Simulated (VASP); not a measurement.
# SnAs2Se2 (P-3m1) in VASP: further runs

Runs on SnAs2Se2. Level: PBE+D3(BJ). Tasks: single point, relaxation of cell and atoms.

All numbers are computed with VASP 6.6.1; they aren't measurements. Logs are shortened: lines on timing, memory, paths and dates and some standing lists are left out, and cuts for length are marked.

## Step 1: The cell of the first run

Symmetry: P-3m1, No. 164, trigonal system. Conventional cell: a = 3.727 Å, b = 3.727 Å, c = 11.827 Å, α = 90.00°, β = 90.00°, γ = 120.00°. Within 3.8 Å of Sn (site symmetry -3m) lie 6 Se at 2.70 Å and 6 Sn at 3.73 Å. As (site symmetry 3m) has 3 As at 2.54 Å within 3.4 Å. Within 4.0 Å of Se (site symmetry 3m) lie 3 Sn at 2.70 Å and 1 As at 3.60 Å and 9 Se at 3.73 to 3.92 Å.

## Step 2: Single point, PBE+D3(BJ)

INCAR

```
  PREC = Accurate
  ENCUT = 520
  EDIFF = 1E-6
  ISMEAR = 0
  SIGMA = 0.1
  LREAL = False
  LASPH = True
  NELM = 80
  ALGO = Normal
  ISIF = 2
  LWAVE = False
  LCHARG = False
  GGA = PE
  IVDW = 12
  NBANDS = 26
```

KPOINTS

```
regular mesh
0
Gamma
  12 12 4
```

POSCAR

```
SnAs2Se2
1.0
    3.7269519581      0.0000000000      0.0000000000
   -1.8634759791      3.2276350744      0.0000000000
    0.0000000000      0.0000000000     11.8269968491
Sn As Se
1 2 2
Direct
    0.0000000000      0.0000000000      0.0000000000
    0.3333333333      0.6666666667      0.5571154743
    0.6666666667      0.3333333333      0.4428845257
    0.6666666667      0.3333333333      0.1385077392
    0.3333333333      0.6666666667      0.8614922608
```

Potentials or basis: VASP PAW PBE potentials, release 64 (Sn_d, As, Se).

Command:

```
cat potpaw_PBE.64/Sn_d/POTCAR potpaw_PBE.64/As/POTCAR potpaw_PBE.64/Se/POTCAR > POTCAR
mpirun -np 1 vasp_std > vasp.out
```

OUTCAR:

```text
PREC = Accurate
   ENCUT = 520
   EDIFF = 1E-6
   ISMEAR = 0
   LREAL = False
   LASPH = True
   NELM = 80
   ISIF = 2
   GGA = PE
   IVDW = 12
 IVDW          = 12

 ion  position               nearest neighbor table
   1  0.000  0.000  0.000-   4 2.70   5 2.70   4 2.70   5 2.70   4 2.70   5 2.70
   2  0.333  0.667  0.557-   3 2.54   3 2.54   3 2.54
   3  0.667  0.333  0.443-   2 2.54   2 2.54   2 2.54
   4  0.667  0.333  0.139-   1 2.70   1 2.70   1 2.70
   5  0.333  0.667  0.861-   1 2.70   1 2.70   1 2.70

  LATTYP: Found a hexagonal cell.
 ALAT       =     3.7269519581
 C/A-ratio  =     3.1733698159

  Lattice vectors:

 A1 = (   3.7269519581,   0.0000000000,   0.0000000000)
 A2 = (  -1.8634759791,   3.2276350744,   0.0000000000)
 A3 = (   0.0000000000,   0.0000000000,  11.8269968491)

Analysis of symmetry for initial positions (statically):
=====================================================================
 Subroutine PRICEL returns:
 Original cell was already a primitive cell.

 Routine SETGRP: Setting up the symmetry group for a
 hexagonal supercell.

 Subroutine GETGRP returns: Found 12 space group operations
 (whereof 12 operations were pure point group operations)
 out of a pool of 24 trial point group operations.

The static configuration has the point symmetry D_3d.

Analysis of symmetry for dynamics (positions and initial velocities):
=====================================================================
 Subroutine PRICEL returns:
 Original cell was already a primitive cell.

 Routine SETGRP: Setting up the symmetry group for a
 hexagonal supercell.

 Subroutine GETGRP returns: Found 12 space group operations
 (whereof 12 operations were pure point group operations)
 out of a pool of 24 trial point group operations.

The dynamic configuration has the point symmetry D_3d.

 Subroutine INISYM returns: Found 12 space group operations
 (whereof 12 operations are pure point group operations),
 and found     1 'primitive' translations

----------------------------------------------------------------------------------------

                                     Primitive cell

  volume of cell :     142.2698

  direct lattice vectors                    reciprocal lattice vectors
     3.726951958  0.000000000  0.000000000     0.268315774  0.154912184  0.000000000
    -1.863475979  3.227635074  0.000000000     0.000000000  0.309824369  0.000000000
     0.000000000  0.000000000 11.826996849     0.000000000  0.000000000  0.084552318

  length of vectors
     3.726951958  3.726951958 11.826996849     0.309824369  0.309824369  0.084552318

  position of ions in fractional coordinates (direct lattice)
     0.000000000  0.000000000  0.000000000
     0.333333333  0.666666667  0.557115474
     0.666666667  0.333333333  0.442884526
     0.666666667  0.333333333  0.138507739
     0.333333333  0.666666667  0.861492261

  ion indices of the primitive-cell ions
   primitive index   ion index
                 1           1
                 2           2
                 3           3
                 4           4
                 5           5

----------------------------------------------------------------------------------------

 KPOINTS: regular mesh

Automatic generation of k-mesh.
 Grid dimensions read from file:
 generate k-points for:   12   12    4

 Generating k-lattice:

  Cartesian coordinates                     Fractional coordinates (reciprocal lattice)
     0.022359648  0.012909349  0.000000000     0.083333333 -0.000000000  0.000000000
     0.000000000  0.025818697  0.000000000     0.000000000  0.083333333  0.000000000
     0.000000000  0.000000000  0.021138080     0.000000000  0.000000000  0.250000000

  Length of vectors
     0.025818697  0.025818697  0.021138080

  Shift w.r.t. Gamma in fractional coordinates (k-lattice)
     0.000000000  0.000000000  0.000000000

 Subroutine IBZKPT returns following result:
 ===========================================

 Found     69 irreducible k-points:

 Following reciprocal coordinates:
            Coordinates               Weight
  0.000000  0.000000  0.000000      1.000000
  0.083333  0.000000  0.000000      6.000000
  0.166667  0.000000  0.000000      6.000000
  0.250000  0.000000  0.000000      6.000000
  0.333333  0.000000  0.000000      6.000000
  0.416667  0.000000  0.000000      6.000000
[... 16 lines left out ...]
  0.166667  0.000000  0.250000      6.000000
  0.000000  0.166667  0.250000      6.000000
 [... further k-points ...]
   k-points           NKPTS =     69   k-points in BZ     NKDIM =     69   number of bands    NBANDS=     26
   number of dos      NEDOS =    301   number of ions     NIONS =      5
   total plane-waves  NPLWV =  70560
   dimension x,y,z NGX =    28 NGY =   28 NGZ =   90
   dimension x,y,z NGXF=    56 NGYF=   56 NGZF=  180
   ions per type =               1   2   2
   NGX,Y,Z   is equivalent  to a cutoff of  12.49, 12.49, 12.65 a.u.
   NGXF,Y,Z  is equivalent  to a cutoff of  24.98, 24.98, 25.30 a.u.
 SYSTEM =  unknown system
   PREC   = accura    normal or accurate (medium, high low for compatibility)
   ISTART =      0    job   : 0-new  1-cont  2-samecut
   ICHARG =      2    charge: 1-file 2-atom 10-const
   ISPIN  =      1    spin polarized calculation?
   LNONCOLLINEAR =      F non collinear calculations
   LSORBIT =      F    spin-orbit coupling
   LASPH  =      T    aspherical Exc in radial PAW
   ENCUT  =  520.0 eV  38.22 Ry    6.18 a.u.   6.93  6.93 21.99*2*pi/ulx,y,z
   NELM   =     80;   NELMIN=  2; NELMDL= -5     # of ELM steps
   EDIFF  = 0.1E-05   stopping-criterion for ELM
   LREAL  =      F    real-space projection
   EDIFFG = 0.1E-04   stopping-criterion for IOM
   NSW    =      0    number of steps for IOM
   IBRION =     -1    ionic relax: 0-MD 1-quasi-New 2-CG
   NFREE  =      0    steps in history (QN), initial steepest desc. (CG)
   ISIF   =      2    stress and relaxation
   ISYM   =      2    0-nonsym 1-usesym 2-fastsym
   POTIM  = 0.5000    time-step for ionic-motion
   TEBEG  =    0.0;   TEEND  =   0.0 temperature during run
   PSTRESS=    0.0 pullay stress
   NELECT =      36.0000    total number of electrons
   NUPDOWN=      -1.0000    fix difference up-down
   EMIN   =  10.00;   EMAX   =-10.00  energy-range for DOS
   EFERMI =   0.00;   METHOD = LEGACY
   ISMEAR =     0;   SIGMA  =   0.10  broadening in eV -4-tet -1-fermi 0-gaus
   EFERMI_NEDOS =   21; number of points for ismear=-14 and -15
   IALGO  =     38    algorithm
   IMIX   =      4    mixing-type and parameters
     AMIX     =   0.40;   BMIX     =  1.00
     AMIX_MAG =   1.60;   BMIX_MAG =  1.00
  volume/ion in A,a.u.               =      28.45       192.02
  Fermi-wavevector in a.u.,A,eV,Ry     =   1.035471  1.956757 14.588180  1.072201
  Thomas-Fermi vector in A             =   2.169816
   LORBIT       =      0    0 simple, 1 ext, 2 COOP (PROOUT), +10 PAW based schemes
   GGA     = PE    functional components
   LHFCALC =     F    Hartree Fock is set to
   AEXX    =    0.0000 exact exchange contribution
   IVDW    =    12    specifies the selected vdW correction
   LEPSILON=     F    determine dielectric tensor
   LRPA    =     F    only Hartree local field effects (RPA)
 non-spin polarized calculation
 Gauss-broadening in eV      SIGMA  =   0.10
  energy-cutoff  :      520.00
  volume of cell :      142.27
 maximum number of plane-waves:      3858
   NGX = 13   NGY = 13   NGZ = 43

 number of electron      35.9999994 magnetization

 Free energy of the ion-electron system (eV)
  ---------------------------------------------------
  ext. energy  EPLUGINS =         0.00000000
  ---------------------------------------------------
  free energy    TOTEN  =       -20.99549920 eV

  energy without entropy =      -20.99178259  energy(sigma->0) =      -20.99364090

 E-fermi :   3.3690     XC(G=0):  -8.7011

 val. band max:        3.3582549463   @ k =   0.0833   0.0000   0.5000
 cond. band min:       3.4089176318   @ k =   0.5000   0.0000   0.0000
 fundamental gap:      0.0506626855
 Fermi energy:         3.3690295913

 k-point     1 :       0.0000    0.0000    0.0000
  band No.  band energies     occupation
      1     -18.5254      2.00000
      2     -18.5254      2.00000
      3     -18.4738      2.00000
      4     -18.4615      2.00000
      5     -18.4615      2.00000
      6     -11.1246      2.00000
[... 18 lines left out ...]
     25       7.5255      0.00000
     26      10.5344      0.00000

 k-point     2 :       0.0833    0.0000    0.0000
  band No.  band energies     occupation
      1     -18.5281      2.00000
      2     -18.5217      2.00000
      3     -18.4714      2.00000
      4     -18.4643      2.00000
      5     -18.4616      2.00000
      6     -11.0521      2.00000
[... 18 lines left out ...]
     25       7.6883      0.00000
     26      10.3667      0.00000

 k-point     3 :       0.1667    0.0000    0.0000
  band No.  band energies     occupation
      1     -18.5365      2.00000
      2     -18.5121      2.00000
      3     -18.4722      2.00000
      4     -18.4638      2.00000
      5     -18.4616      2.00000
      6     -10.8398      2.00000
[... 18 lines left out ...]
     25       8.0433      0.00000
     26       9.6374      0.00000

 k-point     4 :       0.2500    0.0000    0.0000
  band No.  band energies     occupation
      1     -18.5498      2.00000
      2     -18.5009      2.00000
      3     -18.4809      2.00000
      4     -18.4597      2.00000
      5     -18.4537      2.00000
      6     -10.5054      2.00000
[... 18 lines left out ...]
     25       8.3224      0.00000
     26       9.2013      0.00000

 k-point     5 :       0.3333    0.0000    0.0000
  band No.  band energies     occupation
      1     -18.5644      2.00000
      2     -18.4932      2.00000
      3     -18.4886      2.00000
      4     -18.4542      2.00000
      5     -18.4431      2.00000
      6     -10.0896      2.00000
[... 18 lines left out ...]
     25       8.4066      0.00000
     26       8.7764      0.00000

 k-point     6 :       0.4167    0.0000    0.0000
  band No.  band energies     occupation
      1     -18.5756      2.00000
      2     -18.4938      2.00000
      3     -18.4902      2.00000
      4     -18.4474      2.00000
      5     -18.4353      2.00000
      6      -9.6783      2.00000
[... 427 lines left out ...]
 k-point    21 :       0.0833    0.0000    0.2500
  band No.  band energies     occupation
      1     -18.5281      2.00000
      2     -18.5217      2.00000
      3     -18.4715      2.00000
      4     -18.4643      2.00000
      5     -18.4616      2.00000
      6     -11.0511      2.00000
[... 18 lines left out ...]
     25       7.6895      0.00000
     26      10.3542      0.00000

 k-point    22 :       0.0000    0.0833    0.2500
  band No.  band energies     occupation
      1     -18.5281      2.00000
      2     -18.5217      2.00000
      3     -18.4715      2.00000
      4     -18.4643      2.00000
      5     -18.4616      2.00000
      6     -11.0511      2.00000
[... 18 lines left out ...]
     25       7.6862      0.00000
     26      10.2272      0.00000

 k-point    23 :       0.1667    0.0000    0.2500
  band No.  band energies     occupation
      1     -18.5365      2.00000
      2     -18.5121      2.00000
      3     -18.4722      2.00000
      4     -18.4638      2.00000
      5     -18.4616      2.00000
      6     -10.8388      2.00000
[... 18 lines left out ...]
     25       8.0499      0.00000
     26       9.7277      0.00000

 k-point    24 :       0.0000    0.1667    0.2500
  band No.  band energies     occupation
      1     -18.5365      2.00000
      2     -18.5121      2.00000
      3     -18.4722      2.00000
      4     -18.4638      2.00000
      5     -18.4616      2.00000
      6     -10.8388      2.00000
[... 18 lines left out ...]
     25       8.0411      0.00000
     26       9.6715      0.00000

 [... further k-points ...]

------------------------ aborting loop because EDIFF is reached ----------------------------------------

 Edisp (eV)   -1.58610

 E8    (eV) :    -0.6821

  FORCE on cell =-STRESS in cart. coord.  units (eV):
  Direction    XX          YY          ZZ          XY          YZ          ZX
  --------------------------------------------------------------------------------------
  -------------------------------------------------------------------------------------
  Total       0.09916     0.09916     0.13450    -0.00000     0.00000     0.00000
  in kB       1.11668     1.11668     1.51465    -0.00000     0.00000     0.00000
  external pressure =        1.25 kB  Pullay stress =        0.00 kB

 VOLUME and BASIS-vectors are now :
 -----------------------------------------------------------------------------
  energy-cutoff  :      520.00
  volume of cell :      142.27
      direct lattice vectors                 reciprocal lattice vectors
     3.726951958  0.000000000  0.000000000     0.268315774  0.154912184  0.000000000
    -1.863475979  3.227635074  0.000000000     0.000000000  0.309824369  0.000000000
     0.000000000  0.000000000 11.826996849     0.000000000  0.000000000  0.084552318

 POSITION                                       TOTAL-FORCE (eV/Angst)
 -----------------------------------------------------------------------------------
      0.00000      0.00000      0.00000        -0.000000      0.000000      0.000000
     -0.00000      2.15176      6.58900         0.000000     -0.000000      0.071297
      1.86348      1.07588      5.23799        -0.000000      0.000000     -0.071297
      1.86348      1.07588      1.63813         0.000000     -0.000000      0.017396
     -0.00000      2.15176     10.18887        -0.000000      0.000000     -0.017396
 -----------------------------------------------------------------------------------
    total drift:                               -0.000000      0.000000      0.000000

  FREE ENERGIE OF THE ION-ELECTRON SYSTEM (eV)
  ---------------------------------------------------
  free  energy   TOTEN  =       -22.5815967338 eV

  energy  without entropy=      -22.5778801272  energy(sigma->0) =      -22.57973843
```

It took 1.9 min on 1 thread of Intel Xeon 6975P-C (Granite Rapids), shared host; peak memory 0.43 GiB.

What came out:

```yaml
Free_energy: -22.5816 eV
Pressure: 0.1 GPa
Largest_force: 0.071 eV/Å
Band_gap_on_the_k_mesh: zero (bands 18 and 19 overlap by 0.05 eV)
Dispersion_energy_per_atom: -0.317 eV
```

Forces in eV/Å, atoms in the order of the input:
```
Sn   0.000  0.000  0.000
As   0.000  0.000  0.071
As   0.000  0.000 -0.071
Se   0.000  0.000  0.017
Se   0.000  0.000 -0.017
```

Levels at points of the mesh, in eV from the Fermi level:
| k point | band 16 | band 17 | band 18 | band 19 | band 20 | band 21 |
| --- | --- | --- | --- | --- | --- | --- |
| (0.00, 0.00, 0.00) | -0.83 | -0.61 | -0.61 | 1.00 | 1.68 | 2.71 |
| (0.50, 0.00, 0.00) | -1.78 | -1.73 | -1.06 | 0.04 | 1.41 | 2.68 |
| (0.00, 0.00, 0.50) | -0.63 | -0.63 | -0.02 | 0.56 | 1.60 | 2.71 |
| (0.50, 0.00, 0.50) | -2.35 | -1.19 | -1.05 | -0.06 | 1.27 | 2.91 |

Caveat: spin-orbit coupling is left out, which moves the levels of the heavy elements.

## Step 3: Relaxation of cell and atoms, PBE+D3(BJ)

This run uses another cell than the first one, of 28.02 Å³/atom.

INCAR

```
PREC     = Accurate       # precision mode
ENCUT    = 600            # plane-wave cutoff, eV
EDIFF    = 1E-6           # SCF threshold, eV
ISMEAR   = 0              # smearing method
SIGMA    = 0.1            # smearing width, eV
LREAL    = False          # projectors in reciprocal space
LASPH    = True           # aspherical terms in the spheres
NELM     = 60             # most SCF steps
ALGO     = Normal         # electronic algorithm
ISIF     = 3              # what is computed and relaxed
LWAVE    = False          # write WAVECAR
LCHARG   = False          # write CHGCAR
GGA      = PE             # functional
IVDW     = 12             # dispersion correction
IBRION   = 2              # ionic algorithm
NSW      = 100            # ionic steps
EDIFFG   = -0.01          # ionic threshold
```

KPOINTS

```
Automatic mesh
0
Gamma
  12 12 4
```

POSCAR

```
SnAs2Se2
1.0
    3.7396091590      0.0000000000      0.0000000000
   -1.8698045795      3.2385965319      0.0000000000
    0.0000000000      0.0000000000     11.5660867787
Sn As Se
1 2 2
Direct
    0.0000000000      0.0000000000      0.0000000000
    0.3333333333      0.6666666667      0.5580599207
    0.6666666667      0.3333333333      0.4419400793
    0.6666666667      0.3333333333      0.1410876198
    0.3333333333      0.6666666667      0.8589123802
```

Potentials or basis: VASP PAW PBE potentials, release 64 (Sn_d, As, Se).

Command:

```
cat potpaw_PBE.64/Sn_d/POTCAR potpaw_PBE.64/As/POTCAR potpaw_PBE.64/Se/POTCAR > POTCAR
mpirun -np 1 vasp_std > vasp.out
```

Run time: 16 min. Hardware: 1 thread of Intel Xeon 6975P-C (Granite Rapids), shared host; peak memory 0.52 GiB.

Results (log left out):

| Property | Result |
| --- | --- |
| Free energy | -22.5818 eV |
| Relaxed volume | 28.49 Å³/atom |
| Relaxed cell | a = 3.729 Å, b = 3.729 Å, c = 11.830 Å, α = 90.00°, β = 90.00°, γ = 120.00° |
| Space group after relaxing (to 0.1 Å) | P-3m1 (No. 164) |
| Energy gained by relaxing | 0.9 meV/atom |
| Ionic steps | 14 |
| Pressure after relaxing | 0.0 GPa |
| Largest force after relaxing | 0.008 eV/Å |
| Band gap on the k mesh | zero (bands 18 and 19 overlap by 0.05 eV) |
| Dispersion energy per atom | -0.317 eV |

Forces in eV/Å, atoms in the order of the input:
```
Sn   0.000  0.000  0.000
As   0.000  0.000 -0.008
As   0.000  0.000  0.008
Se   0.000  0.000  0.002
Se   0.000  0.000 -0.002
```

Step by step:
| step | energy change (eV) | largest force (eV/Å) | pressure (GPa) | volume (Å³) |
| --- | --- | --- | --- | --- |
| 1 | 0.0000 | 0.0699 | 0.23 | 140.08 |
| 2 | -0.0012 | 0.0820 | -0.22 | 140.88 |
| 3 | -0.0014 | 0.0429 | -0.10 | 140.68 |
| 4 | -0.0022 | 0.0447 | -0.01 | 140.54 |
| 5 | -0.0024 | 0.0510 | 0.08 | 140.42 |
| 6 | -0.0024 | 0.0525 | 0.10 | 140.39 |
| 7 | -0.0029 | 0.0522 | 0.06 | 140.71 |
| 8 | -0.0039 | 0.0506 | -0.03 | 141.65 |
| 9 | -0.0036 | 0.0443 | -0.20 | 143.55 |
| 10 | -0.0041 | 0.0470 | -0.11 | 142.44 |
| 11 | -0.0042 | 0.0412 | 0.14 | 142.31 |
| 12 | -0.0043 | 0.0237 | 0.02 | 142.37 |
| 13 | -0.0043 | 0.0229 | 0.02 | 142.37 |
| 14 | -0.0044 | 0.0084 | -0.01 | 142.46 |

Final structure:
```xyz
5
Lattice="3.7290 0.0000 0.0000 -1.8645 3.2294 0.0000 0.0000 0.0000 11.8298" Properties=species:S:1:pos:R:3 pbc="T T T"
Sn   -1.8645    3.2294    0.0000
As    0.0000    2.1529    6.5936
As    1.8645    1.0765    5.2362
Se    1.8645    1.0765    1.6391
Se    0.0000    2.1529   10.1907
```

Levels at points of the mesh, in eV from the Fermi level:
| k point | band 14 | band 15 | band 16 | band 17 | band 18 | band 19 | band 20 | band 21 | band 22 |
| --- | --- | --- | --- | --- | --- | --- | --- | --- | --- |
| (0.00, 0.00, 0.00) | -0.87 | -0.80 | -0.80 | -0.61 | -0.61 | 1.02 | 1.68 | 2.72 | 2.72 |
| (0.50, 0.00, 0.00) | -2.83 | -2.44 | -1.77 | -1.73 | -1.05 | 0.04 | 1.43 | 2.68 | 3.62 |
| (0.00, 0.00, 0.50) | -0.77 | -0.77 | -0.63 | -0.63 | -0.03 | 0.57 | 1.61 | 2.72 | 2.72 |
| (0.50, 0.00, 0.50) | -2.83 | -2.45 | -2.35 | -1.18 | -1.05 | -0.06 | 1.29 | 2.90 | 3.46 |

Caveat: spin-orbit coupling is left out, which moves the levels of the heavy elements.

The gap in the log of VASP goes by the Fermi energy; the results here count the filled bands.